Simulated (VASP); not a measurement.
# Pb7Se8 (a cell with a defect) in VASP: single point with PBEsol

Aim: the single point of Pb7Se8 (a cell with a defect) with PBEsol.

All numbers are computed with VASP 6.6.1; they aren't measurements. Logs are shortened: lines on timing, memory, paths and dates and some standing lists are left out, and cuts for length are marked.

## Step 1: The cell of the first run

The cell holds a defect, 15 atoms: a = 8.631 Å, b = 8.631 Å, c = 8.631 Å, α = 60.00°, β = 60.00°, γ = 60.00°.

## Step 2: Single point, PBEsol

INCAR

```
SYSTEM = Pb7Se8
ALGO = Normal
EDIFF = 1E-7
ENCUT = 520
GGA = PS
ISIF = 2
ISMEAR = 0
LASPH = .True.
LCHARG = .True.
LELF = .True.
LREAL = Auto
LVHAR = .True.
LWAVE = .False.
NBANDS = 86
NELM = 60
PREC = Accurate
SIGMA = 0.1
```

KPOINTS

```
k-points
0
Gamma
  4 4 4
  0 0 0
```

POSCAR

```
Pb7Se8
1.0
   -6.1031549502      0.0000000000      6.1031549502
   -6.1031549502     -6.1031549502      0.0000000000
    0.0000000000     -6.1031549502      6.1031549502
Pb Se
7 8
Direct
    0.5000000041      0.1143871499     -0.0000000819
    0.4865721130     -0.0091798423      0.5254888703
    0.5134278132      0.5028811369      0.4745112198
    0.0254887843     -0.0091798423     -0.0134278092
   -0.0254888662      0.5028811369      0.0134278911
   -0.0000000819     -0.0261110035      0.5000000041
   -0.0000000819      0.5356725377      0.5000000041
    0.2607310502      0.7561258132      0.2392688719
    0.2040959979      0.2530647694      0.2959039242
    0.2504850381      0.7311416860      0.7504851241
    0.2571170178      0.2588901991      0.7571169400
    0.7428829904      0.7731240708      0.2428830682
    0.7495148882      0.2321118359      0.2495149660
    0.7392687941      0.7561258132      0.7607311363
    0.7959038464      0.2530647694      0.7040960839
```

Potentials or basis: VASP PAW PBE potentials, release 64 (Pb_d, Se).

Started as:

```bash
cat potpaw_PBE.64/Pb_d/POTCAR potpaw_PBE.64/Se/POTCAR > POTCAR
mpirun -np 1 vasp_std > vasp.out
```

OUTCAR:

```text
SYSTEM = Pb7Se8
   EDIFF = 1E-7
   ENCUT = 520
   GGA = PS
   ISIF = 2
   ISMEAR = 0
   LASPH = .True.
   LREAL = Auto
   NELM = 60
   PREC = Accurate

 ion  position               nearest neighbor table
   1  0.500  0.114  1.000-  15 2.82   9 2.82  11 3.08  12 3.08   3 4.06   4 4.06   5 4.06   2 4.06

   2  0.487  0.991  0.525-  14 2.98  10 3.03  11 3.06  12 3.07  13 3.09   9 3.13   4 3.98   1 4.06

   3  0.513  0.503  0.475-   8 2.98  13 3.03  12 3.06  11 3.07  10 3.09  15 3.13   5 3.98   1 4.06

   4  0.025  0.991  0.987-   8 2.98  10 3.03  11 3.06  12 3.07  13 3.09  15 3.13   2 3.98   1 4.06

   5  0.975  0.503  0.013-  14 2.98  13 3.03  12 3.06  11 3.07  10 3.09   9 3.13   3 3.98   1 4.06

   6  1.000  0.974  0.500-  14 2.93   8 2.93   9 2.98  15 2.98  13 3.06  10 3.06   7 3.78
   7  1.000  0.536  0.500-  14 2.95   8 2.95  15 3.01   9 3.01  12 3.14  11 3.14   6 3.78
   8  0.261  0.756  0.239-   6 2.93   7 2.95   4 2.98   3 2.98
   9  0.204  0.253  0.296-   1 2.82   6 2.98   7 3.01   5 3.13   2 3.13
  10  0.250  0.731  0.750-   4 3.03   2 3.03   6 3.06   5 3.09   3 3.09
  11  0.257  0.259  0.757-   2 3.06   4 3.06   3 3.07   5 3.07   1 3.08   7 3.14
  12  0.743  0.773  0.243-   3 3.06   5 3.06   4 3.07   2 3.07   1 3.08   7 3.14
  13  0.750  0.232  0.250-   5 3.03   3 3.03   6 3.06   4 3.09   2 3.09
  14  0.739  0.756  0.761-   6 2.93   7 2.95   2 2.98   5 2.98
  15  0.796  0.253  0.704-   1 2.82   6 2.98   7 3.01   3 3.13   4 3.13

  LATTYP: Found a face centered cubic cell.
 ALAT       =    12.2063099004

  Lattice vectors:

 A1 = (  -6.1031549502,   0.0000000000,   6.1031549502)
 A2 = (  -6.1031549502,  -6.1031549502,   0.0000000000)
 A3 = (   0.0000000000,  -6.1031549502,   6.1031549502)

Analysis of symmetry for initial positions (statically):
=====================================================================
 Subroutine PRICEL returns:
 Original cell was already a primitive cell.

 Routine SETGRP: Setting up the symmetry group for a
 face centered cubic supercell.

 Subroutine GETGRP returns: Found  4 space group operations
 (whereof  1 operations were pure point group operations)
 out of a pool of 48 trial point group operations.

The static configuration has the point symmetry C_1 .
 The point group associated with its full space group is C_2v.

Analysis of symmetry for dynamics (positions and initial velocities):
=====================================================================
 Subroutine PRICEL returns:
 Original cell was already a primitive cell.

 Routine SETGRP: Setting up the symmetry group for a
 face centered cubic supercell.

 Subroutine GETGRP returns: Found  4 space group operations
 (whereof  1 operations were pure point group operations)
 out of a pool of 48 trial point group operations.

The dynamic configuration has the point symmetry C_1 .
 The point group associated with its full space group is C_2v.

 Subroutine INISYM returns: Found  4 space group operations
 (whereof  1 operations are pure point group operations),
 and found     1 'primitive' translations

----------------------------------------------------------------------------------------

                                     Primitive cell

  volume of cell :     454.6667

  direct lattice vectors                    reciprocal lattice vectors
    -6.103154950  0.000000000  6.103154950    -0.081924841  0.081924841  0.081924841
    -6.103154950 -6.103154950  0.000000000    -0.081924841 -0.081924841 -0.081924841
     0.000000000 -6.103154950  6.103154950     0.081924841 -0.081924841  0.081924841

  length of vectors
     8.631164504  8.631164504  8.631164504     0.141897987  0.141897987  0.141897987

  position of ions in fractional coordinates (direct lattice)
     0.500000004  0.114387150  0.999999918
     0.486572113  0.990820158  0.525488870
     0.513427813  0.502881137  0.474511220
     0.025488784  0.990820158  0.986572191
     0.974511134  0.502881137  0.013427891
     0.999999918  0.973888997  0.500000004
     0.999999918  0.535672538  0.500000004
     0.260731050  0.756125813  0.239268872
     0.204095998  0.253064769  0.295903924
     0.250485038  0.731141686  0.750485124
     0.257117018  0.258890199  0.757116940
     0.742882990  0.773124071  0.242883068
[... 34 lines left out ...]
    -0.020481210 -0.020481210 -0.020481210     0.000000000  0.250000000  0.000000000
     0.020481210 -0.020481210  0.020481210     0.000000000  0.000000000  0.250000000

  Length of vectors
     0.035474497  0.035474497  0.035474497

  Shift w.r.t. Gamma in fractional coordinates (k-lattice)
     0.000000000  0.000000000  0.000000000

 Subroutine IBZKPT returns following result:
 ===========================================

 Found     18 irreducible k-points:

 Following reciprocal coordinates:
            Coordinates               Weight
  0.000000  0.000000  0.000000      1.000000
  0.250000  0.000000  0.000000      4.000000
  0.000000  0.250000  0.000000      4.000000
  0.500000  0.000000  0.000000      2.000000
  0.000000  0.500000  0.000000      2.000000
  0.250000  0.250000  0.000000      4.000000
[... 10 lines left out ...]
 -0.250000  0.500000  0.250000      2.000000
  0.250000 -0.250000  0.500000      4.000000
   k-points           NKPTS =     18   k-points in BZ     NKDIM =     18   number of bands    NBANDS=     86
   number of dos      NEDOS =    301   number of ions     NIONS =     15
   total plane-waves  NPLWV = 262144
   dimension x,y,z NGX =    64 NGY =   64 NGZ =   64
   dimension x,y,z NGXF=   128 NGYF=  128 NGZF=  128
   ions per type =               7   8
   NGX,Y,Z   is equivalent  to a cutoff of  12.33, 12.33, 12.33 a.u.
   NGXF,Y,Z  is equivalent  to a cutoff of  24.65, 24.65, 24.65 a.u.
 SYSTEM =  Pb7Se8
   PREC   = accura    normal or accurate (medium, high low for compatibility)
   ISTART =      0    job   : 0-new  1-cont  2-samecut
   ICHARG =      2    charge: 1-file 2-atom 10-const
   ISPIN  =      1    spin polarized calculation?
   LNONCOLLINEAR =      F non collinear calculations
   LSORBIT =      F    spin-orbit coupling
   LASPH  =      T    aspherical Exc in radial PAW
   ENCUT  =  520.0 eV  38.22 Ry    6.18 a.u.  16.05 16.05 16.05*2*pi/ulx,y,z
   NELM   =     60;   NELMIN=  2; NELMDL= -5     # of ELM steps
   EDIFF  = 0.1E-06   stopping-criterion for ELM
   LREAL  =      T    real-space projection
   EDIFFG = 0.1E-05   stopping-criterion for IOM
   NSW    =      0    number of steps for IOM
   IBRION =     -1    ionic relax: 0-MD 1-quasi-New 2-CG
   NFREE  =      0    steps in history (QN), initial steepest desc. (CG)
   ISIF   =      2    stress and relaxation
   ISYM   =      2    0-nonsym 1-usesym 2-fastsym
   POTIM  = 0.5000    time-step for ionic-motion
   TEBEG  =    0.0;   TEEND  =   0.0 temperature during run
   PSTRESS=    0.0 pullay stress
   NELECT =     146.0000    total number of electrons
   NUPDOWN=      -1.0000    fix difference up-down
   EMIN   =  10.00;   EMAX   =-10.00  energy-range for DOS
   EFERMI =   0.00;   METHOD = LEGACY
   ISMEAR =     0;   SIGMA  =   0.10  broadening in eV -4-tet -1-fermi 0-gaus
   EFERMI_NEDOS =   21; number of points for ismear=-14 and -15
   IALGO  =     38    algorithm
   IMIX   =      4    mixing-type and parameters
     AMIX     =   0.40;   BMIX     =  1.00
     AMIX_MAG =   1.60;   BMIX_MAG =  1.00
  volume/ion in A,a.u.               =      30.31       204.55
  Fermi-wavevector in a.u.,A,eV,Ry     =   1.121058  2.118492 17.099406  1.256771
  Thomas-Fermi vector in A             =   2.257709
   LORBIT       =      0    0 simple, 1 ext, 2 COOP (PROOUT), +10 PAW based schemes
   GGA     = PS    functional components
   LHFCALC =     F    Hartree Fock is set to
   AEXX    =    0.0000 exact exchange contribution
   IVDW    =     0    specifies the selected vdW correction
   LEPSILON=     F    determine dielectric tensor
   LRPA    =     F    only Hartree local field effects (RPA)
 non-spin polarized calculation
 Gauss-broadening in eV      SIGMA  =   0.10
  energy-cutoff  :      520.00
  volume of cell :      454.67
 maximum number of plane-waves:     12278
   NGX = 33   NGY = 33   NGZ = 33

 number of electron     146.0000003 magnetization

 Free energy of the ion-electron system (eV)
  ---------------------------------------------------
  ext. energy  EPLUGINS =         0.00000000
  ---------------------------------------------------
  free energy    TOTEN  =       -64.46936974 eV

  energy without entropy =      -64.42540170  energy(sigma->0) =      -64.44738572

 E-fermi :   3.7400     XC(G=0):  -9.3405

 val. band max:        3.7325147386   @ k =   0.5000   0.2500   0.0000
 cond. band min:       3.7419576813   @ k =   0.5000   0.5000   0.0000
 fundamental gap:      0.0094429427
 Fermi energy:         3.7400472478

 k-point     1 :       0.0000    0.0000    0.0000
  band No.  band energies     occupation
      1     -12.8439      2.00000
      2     -12.8144      2.00000
      3     -12.8038      2.00000
      4     -12.7997      2.00000
      5     -12.7599      2.00000
      6     -12.7300      2.00000
[... 1573 lines left out ...]
     84       7.5758      0.00000
     85       7.5829      0.00000
 [bands above 85 left out]

------------------------ aborting loop because EDIFF is reached ----------------------------------------

  FORCE on cell =-STRESS in cart. coord.  units (eV):
  Direction    XX          YY          ZZ          XY          YZ          ZX
  --------------------------------------------------------------------------------------
  -------------------------------------------------------------------------------------
  Total       -3.3543032     -3.3543032     -6.1961952     -0.2256197      0.0000000      0.0000000
  in kB      -11.8200609    -11.8200609    -21.8344617     -0.7950501      0.0000000      0.0000000
  external PRESSURE =     -15.1581945 kB  Pullay stress =       0.0000000 kB

 VOLUME and BASIS-vectors are now :
 -----------------------------------------------------------------------------
  energy-cutoff  :      520.00
  volume of cell :      454.67
      direct lattice vectors                 reciprocal lattice vectors
    -6.103154950  0.000000000  6.103154950    -0.081924841  0.081924841  0.081924841
    -6.103154950 -6.103154950  0.000000000    -0.081924841 -0.081924841 -0.081924841
     0.000000000 -6.103154950  6.103154950     0.081924841 -0.081924841  0.081924841

 POSITION                                       TOTAL-FORCE (eV/Angst)
 -----------------------------------------------------------------------------------
     -3.74970     -6.80128      9.15473         0.472970      0.472970     -0.000000
     -9.01675     -9.25427      6.17677        -0.031213      0.000486     -0.014236
     -6.20269     -5.96518      6.02954         0.000486     -0.031213      0.014236
     -6.20269    -12.06833      6.17676         0.000486     -0.031213     -0.014236
     -9.01675     -3.15111      6.02954        -0.031213      0.000486      0.014236
    -12.04695     -8.99537      9.15473        -0.093049     -0.093049     -0.000000
     -9.37245     -6.32087      9.15473         0.002831      0.002831     -0.000000
     -6.20603     -6.07505      3.05158        -0.045363     -0.076128     -0.000000
     -2.79012     -3.35044      3.05158        -0.134483      0.031519     -0.000000
     -5.99102     -9.04260      6.10908        -0.067317     -0.067317     -0.119442
     -3.14927     -6.20085      6.19003         0.018896      0.018896     -0.065110
     -9.25243     -6.20085      6.01628         0.018896      0.018896      0.065110
     -5.99102     -2.93944      6.09723        -0.067317     -0.067317      0.119442
     -9.12663     -9.25761      9.15473        -0.076128     -0.045363     -0.000000
     -6.40202     -5.84170      9.15473         0.031519     -0.134483     -0.000000
 -----------------------------------------------------------------------------------
    total drift:                                0.039011      0.039802      0.002658

  FREE ENERGIE OF THE ION-ELECTRON SYSTEM (eV)
  ---------------------------------------------------
  free  energy   TOTEN  =       -64.4693697390 eV

  energy  without entropy=      -64.4254017040  energy(sigma->0) =      -64.44738572
```

Run time: 9.7 min. Hardware: 1 thread of Intel Xeon 6975P-C (Granite Rapids), shared host; peak memory 0.8 GiB.

What came out:

| Item | Value |
| --- | --- |
| Free energy | -64.4694 eV |
| Pressure | -1.5 GPa |
| Largest force | 0.669 eV/Å |
| Band gap on the k mesh | zero (bands 73 and 74 overlap by 0.22 eV) |

Forces in eV/Å, atoms in the order of the input:
```
Pb   0.473  0.473  0.000
Pb  -0.031  0.000 -0.014
Pb   0.000 -0.031  0.014
Pb   0.000 -0.031 -0.014
Pb  -0.031  0.000  0.014
Pb  -0.093 -0.093  0.000
Pb   0.003  0.003  0.000
Se  -0.045 -0.076  0.000
Se  -0.134  0.032  0.000
Se  -0.067 -0.067 -0.119
Se   0.019  0.019 -0.065
Se   0.019  0.019  0.065
Se  -0.067 -0.067  0.119
Se  -0.076 -0.045  0.000
Se   0.032 -0.134  0.000
```

Caveat: the PAW data sets were made with another functional, which shifts forces and pressure a little; spin-orbit coupling is left out, which moves the levels of the heavy elements.
